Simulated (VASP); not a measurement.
Set up this calculation in VASP 6.6.1, as the native input.

- Task: single point
- Functional: PBE
- Potentials or basis: VASP PAW PBE potentials, release 64 (Gd)
- Cutoff: 520 eV
- k mesh: 6 × 6 × 6
- Occupations: gaussian, width 0.05 eV
- Spin: collinear spin, ferromagnetic start
- Starting moments: [7.0] μB
- Dipole correction: no
- Further INCAR settings: ALGO = Normal; EDIFF = 1e-06; NBANDS = 19

The structure of Gd lies in POSCAR:

```
Gd
1.0
    0.0000000000      2.5858190855      2.5858190855
    2.5858190855      0.0000000000      2.5858190855
    2.5858190855      2.5858190855      0.0000000000
Gd
1
Direct
    0.0000000000      0.0000000000      0.0000000000
```

These files were run (other wordings do the same):

INCAR

```
ALGO = Normal ; EDIFF = 1E-6
ENCUT = 520 ; GGA = PE
ISIF = 2 ; ISMEAR = 0
ISPIN = 2 ; LASPH = True
LCHARG = False ; LMAXMIX = 6
LORBIT = 11 ; LREAL = False
LWAVE = False ; MAGMOM = 7
NBANDS = 19 ; NELM = 150
PREC = Accurate ; SIGMA = 0.05
```

KPOINTS

```
k-points
0
Gamma
  6 6 6
```

Potentials or basis: VASP PAW PBE potentials, release 64 (Gd).

Launch:

```sh
$ cat potpaw_PBE.64/Gd/POTCAR > POTCAR
$ mpirun -np 1 vasp_std > vasp.out
```

Results of the run:

| Item | Value |
| --- | --- |
| Pressure | -1.7 GPa |
| Net moment | 7.43 μB per cell |
| Site moments | Gd +6.92 μB |
| Valence electrons inside the program's atomic spheres | Gd 15.18 |

It took 24 s on 1 thread of Intel(R) Xeon(R) 6975P-C (Granite Rapids), on a shared host, peak memory 0.18 GiB.
